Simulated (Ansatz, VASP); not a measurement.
# VO2 in VASP and in Ansatz

```xyz
6
Lattice="4.5832 0.0000 0.0000 0.0000 4.5832 0.0000 0.0000 0.0000 2.8384" Properties=species:S:1:pos:R:3 pbc="T T T"
V     0.0000    0.0000    0.0000
V     2.2916    2.2916    1.4192
O     1.3750    1.3750    0.0000
O     0.9166    3.6666    1.4192
O     3.2082    3.2082    0.0000
O     3.6666    0.9166    1.4192
```

Alike in both runs: functional PBE; k mesh 6 × 6 × 10; occupations gaussian, width 0.05 eV; collinear spin.

Ansatz relaxed the structure, and its values are those at the end. VASP's run is a single point on that final structure, the one shown.

|  | VASP | Ansatz |
| --- | --- | --- |
| version | VASP 6.6.1 | Ansatz 0.2.0 |
| potentials or method | VASP PAW PBE potentials, release 64 (V_sv, O), cutoff 600 eV | scalar-relativistic, plane waves, PAW |
| valence electrons in the cell | 50 | 50 |

|  | VASP | Ansatz | Ansatz less VASP |
| --- | --- | --- | --- |
| gap on the k mesh at the Fermi level (eV) | none | none | - |
| pressure (GPa) | 0.7 | 0.0 | -0.68 |
| rms of the force components (eV/Å) | 0.014 | 0.000 | -0.0140 |
| net moment per atom (μB) | 0.33 | 0.33 | 0.000 |
| size of the moment on the site where the two differ most (μB) | 1.05 | 0.83 | -0.216 |

Site moments also hang on the region over which each program counts them. A gap of «none» marks a metal or a gap that the smearing closes.
